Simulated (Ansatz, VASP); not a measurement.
HF: VASP beside Ansatz

```
CELL_PARAMETERS angstrom
6.06863 0.00000 0.00000
0.00000 6.06863 0.00000
0.00000 0.00000 24.43675
ATOMIC_POSITIONS crystal
F 0.57714 0.57676 0.68436
H 0.67033 0.67101 0.66037
```

Alike in both runs: task single point; functional PBE; dispersion D3(BJ); k mesh 3 × 3 × 1; occupations gaussian, width 0.1 eV; no spin polarisation.

```csv
,VASP,Ansatz
version,VASP 6.6.1,Ansatz 0.2.0
potentials or method,"VASP PAW PBE potentials, release 64 (F, H), cutoff 520 eV","scalar-relativistic, plane waves, PAW"
valence electrons in the cell,8,8
```

|  | VASP | Ansatz | Ansatz less VASP |
| --- | --- | --- | --- |
| gap on the k mesh at the Fermi level (eV) | 7.72 | 7.74 | +0.024 |
| rms of the force components (eV/Å) | 1.505 | 1.617 | +0.1121 |

Atom by atom the forces differ by 0.112 eV/Å (rms over components).
